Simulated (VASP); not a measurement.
Crystal: BeS.

```xyz
2
Lattice="0.0000 2.4569 2.4569 2.4569 0.0000 2.4569 2.4569 2.4569 0.0000" Properties=species:S:1:pos:R:3 pbc="T T T"
S     3.6854    3.6854    3.6854
Be    0.0000    0.0000    0.0000
```

Base run:

* Program: VASP 6.6.1
* Functional: PBE
* Potentials or basis: VASP PAW PBE potentials, release 64 (S, Be)
* Cutoff: 520 eV
* k mesh: 9 × 9 × 9
* Occupations: fermi-dirac, width 0.05 eV
* Spin: no spin polarisation

Its results: band gap on the k mesh 3.29 eV, indirect (least direct gap 5.56 eV); pressure -2.0 GPa.

Problem. The run is repeated on the same cell with these changes: functional from PBE to PBEsol. What comes out?

Solution. Band gap on the k mesh 3.11 eV, indirect (least direct gap 5.38 eV); pressure -4.0 GPa.

PBEsol binds more tightly than PBE, so the same cell stands under less pressure.

Caveats: the PAW data sets were made with another functional, which shifts forces and pressure a little (some runs).

A k mesh can miss the band edges.
